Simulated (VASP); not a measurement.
# Cs9Cl8 (a cell with a defect): single point with PBE

The system is Cs9Cl8 (a cell with a defect).

```
CELL_PARAMETERS angstrom
-8.40586 0.00000 0.00000
-4.20293 8.40586 0.00000
-4.20293 0.00000 -8.40586
ATOMIC_POSITIONS crystal
Cs 0.86645 0.99988 0.19843
Cs 0.76491 0.48077 0.99985
Cs 0.98953 0.49966 0.50000
Cs 0.41835 0.99907 0.99988
Cs 0.77144 0.00012 0.58953
Cs 0.24572 0.51835 0.00000
Cs 0.48918 0.50034 0.50012
Cs 0.36335 0.00021 0.40873
Cs 0.06546 0.99969 0.79869
Cl 0.46384 0.30311 0.23813
Cl 0.23933 0.75521 0.27937
Cl 0.51892 0.75537 0.71987
Cl 0.99531 0.24473 0.27856
Cl 0.27423 0.24440 0.72054
Cl 0.76649 0.69718 0.23779
Cl 0.00305 0.69757 0.76209
Cl 0.70109 0.30227 0.76207
```

```
Program             : VASP 6.6.1
Task                : single point
Functional          : PBE
Potentials or basis : VASP PAW PBE potentials, release 64 (Cs_sv, Cl)
Cutoff              : 400 eV
k mesh              : 2 × 2 × 2
Occupations         : gaussian, width 0.02 eV
Spin                : collinear spin
Starting moments    : [-0.02, 0.0, 0.0, -0.02, -0.06, 0.0, 0.0, -0.07, -0.07, 0.0, -0.01, 0.0, -0.01, 0.0, 0.0, -0.01, -0.01] μB
```

The pressure is 3.4 GPa. The largest force is 0.021 eV/Å and the net moment is -0.50 μB per cell. The site moments are Cs -0.03, -0.00, -0.02, -0.01 (each value once); Cl -0.00 μB. The valence electrons inside the program's atomic spheres are Cs 6.63, 6.59, 6.61 (each value once); Cl 5.16, 5.14 (each value once).

Forces on the atoms (eV/Å):
```
Cs   0.012  0.001  0.004
Cs   0.001 -0.001  0.000
Cs   0.000  0.001  0.001
Cs  -0.016  0.001  0.013
Cs  -0.004  0.000  0.003
Cs   0.003  0.002  0.002
Cs  -0.001 -0.001  0.000
Cs   0.002  0.001 -0.003
Cs   0.004  0.000 -0.015
Cl   0.003  0.002 -0.001
Cl  -0.004 -0.007 -0.001
Cl  -0.002 -0.012 -0.002
Cl  -0.003  0.007 -0.002
Cl  -0.002  0.011 -0.002
Cl   0.004 -0.005 -0.001
Cl   0.001 -0.009  0.001
Cl   0.002  0.010  0.002
```

Stress tensor (GPa, compression positive):
```
 2.73  0.00 -0.01
 0.00  2.97  0.00
-0.01  0.00  4.62
```

Levels at points of the mesh, in eV from the Fermi level:
Spin up:
```tsv
k point	band 66	band 67	band 68	band 69	band 70	band 71
(0.00, 0.00, 0.00)	-5.12	-5.12	-4.99	-0.34	0.29	0.36
(0.50, 0.00, 0.00)	-5.18	-5.11	-5.06	0.12	0.46	0.56
(0.50, 0.50, 0.00)	-5.18	-5.11	-5.06	0.12	0.46	0.56
(0.50, 0.50, 0.50)	-5.18	-5.11	-5.06	0.11	0.46	0.56
(0.50, 0.00, 0.50)	-5.18	-5.11	-5.06	0.11	0.46	0.56
(0.00, 0.50, 0.00)	-5.24	-5.14	-5.10	-0.04	0.45	0.56
(0.00, 0.00, 0.50)	-5.12	-5.09	-5.01	0.21	0.35	0.61
(0.00, 0.50, 0.50)	-5.24	-5.23	-5.16	0.46	0.47	0.68
```
Spin down:
```tsv
k point	band 65	band 66	band 67	band 68	band 69	band 70	band 71	band 72	band 73	band 74
(0.00, 0.00, 0.00)	-5.16	-5.12	-5.12	-4.99	-0.58	0.04	0.31	0.50	0.89	0.92
(0.50, 0.00, 0.00)	-5.22	-5.19	-5.11	-5.06	-0.27	0.38	0.42	0.79	1.12	1.13
(0.50, 0.50, 0.00)	-5.22	-5.19	-5.11	-5.06	-0.27	0.38	0.42	0.79	1.12	1.13
(0.50, 0.50, 0.50)	-5.22	-5.19	-5.11	-5.06	-0.27	0.38	0.42	0.80	1.12	1.14
(0.50, 0.00, 0.50)	-5.22	-5.19	-5.11	-5.06	-0.27	0.38	0.42	0.80	1.12	1.14
(0.00, 0.50, 0.00)	-5.26	-5.24	-5.15	-5.10	-0.37	0.17	0.49	0.84	1.07	1.11
(0.00, 0.00, 0.50)	-5.19	-5.12	-5.09	-5.01	0.14	0.15	0.40	0.48	0.71	0.92
(0.00, 0.50, 0.50)	-5.25	-5.24	-5.23	-5.16	0.25	0.38	0.45	0.53	0.77	1.15
```

Wall time 12 min on 1 thread of Oxide Virtual Turin-like Processor, with other jobs on the host, peak memory 0.83 GiB.

Caveat: the k points lie up to 0.46 Å⁻¹ apart; spin-orbit coupling is left out, which moves the levels of the heavy elements.
